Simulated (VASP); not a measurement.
## NaLiS2: single point with PBE

NaLiS2:

```
CELL_PARAMETERS angstrom
1.73996 3.01369 0.00000
-1.73996 3.01369 0.00000
-1.73996 1.00456 6.88159
ATOMIC_POSITIONS crystal
Li 0.00000 0.00000 0.00000
Na 0.50000 0.00000 0.50000
S 0.27400 0.45200 0.82200
S 0.72600 0.54800 0.17800
```

```
Program                : VASP 6.6.1
Task                   : single point
Functional             : PBE
Potentials or basis    : VASP PAW PBE potentials, release 64 (Li_sv, Na_pv, S)
Cutoff                 : 520 eV
k mesh                 : 6 × 6 × 6
Occupations            : fermi-dirac, width 0.0747 eV
Spin                   : no spin polarisation
Dipole correction      : no
Further INCAR settings : ALGO = Normal; EDIFF = 1e-07; NBANDS = 19
```

```json
{
  "Largest force": "1.037 eV/Å",
  "Band gap on the k mesh": "zero (bands 11 and 12 overlap by 1.13 eV)"
}
```

Forces in eV/Å, atoms in the order of the input:
```
Li   0.000  0.000  0.000
Na   0.000  0.000  0.000
S    0.000  0.000 -1.037
S    0.000  0.000  1.037
```

Levels at points of the mesh, in eV from the Fermi level:
```
           k point  band 7  band 8  band 9  band 10  band 11  band 12  band 13  band 14  band 15  band 16
(0.00, 0.00, 0.00)   -3.53   -0.03    0.34     0.34     0.80     0.80     3.68     6.68     8.78     8.78
(0.50, 0.00, 0.00)   -3.40   -3.35   -1.38    -1.04    -0.65     0.34     6.39     6.46     7.07     7.21
(0.00, 0.50, 0.00)   -3.54   -3.45   -1.18    -1.05    -0.21     0.36     5.16     5.21     6.76     7.84
(0.00, 0.00, 0.50)   -2.79   -1.40    0.37     0.37     0.78     0.78     4.96     6.77     7.92     8.80
```

Wall time 77 s on 1 thread of AMD EPYC 7R43 64-Core Processor (Zen 3), with other jobs on the host, peak memory 0.17 GiB.

Caveat: forces of over 1 eV/Å act on the atoms, so gaps and moduli don't describe the material at rest.
